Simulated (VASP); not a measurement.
Runs of VASP 6.6.1 on InSb. It takes space group Fm-3m (No. 225, cubic). Conventional cell: a = 6.084 Å, b = 6.084 Å, c = 6.084 Å, α = 90.00°, β = 90.00°, γ = 90.00°. Within 4.0 Å of In (site symmetry m-3m) lie 6 Sb at 3.04 Å. Within 4.0 Å of Sb (site symmetry m-3m) lie 6 In at 3.04 Å. 

| level | potentials or basis | k mesh | grid for exact exchange (PRECFOCK) | share of exact exchange | screening parameter | gap on the mesh (eV) | pressure (GPa) |
| --- | --- | --- | --- | --- | --- | --- | --- |
| HSE06 | VASP PAW PBE potentials, release 64 (In_d, Sb) | 4 × 4 × 4 | Normal | 0.25 | 0.2079 1/Å | none | -0.1 |
| PBE | VASP PAW PBE potentials, release 64 (In_d, Sb) | 6 × 6 × 6 | - | - | - | none | 1.6 |
| LDA | VASP PAW LDA potentials, release 64 (In_d, Sb) | 6 × 6 × 6 | - | - | - | none | (a) |
| r2SCAN | VASP PAW PBE potentials, release 64 (In_d, Sb) | 6 × 6 × 6 | - | - | - | none | 0.1 |

Alike in all rows: task single point; no spin polarisation; cell as given; cutoff (eV) 520; smearing fermi-dirac 0.02 eV.

Task: Fill in the values left out.

Result: (a) -2.7.

Caveats: some runs use coarse meshes; spin-orbit coupling is left out, which moves the levels of the heavy elements; the PAW data sets were made with another functional, which shifts forces and pressure a little (at least some runs).

A k mesh can miss the band edges, and the runs leave out spin-orbit coupling on In, Sb.

A gap of «none» marks levels without a gap at the run's occupations.
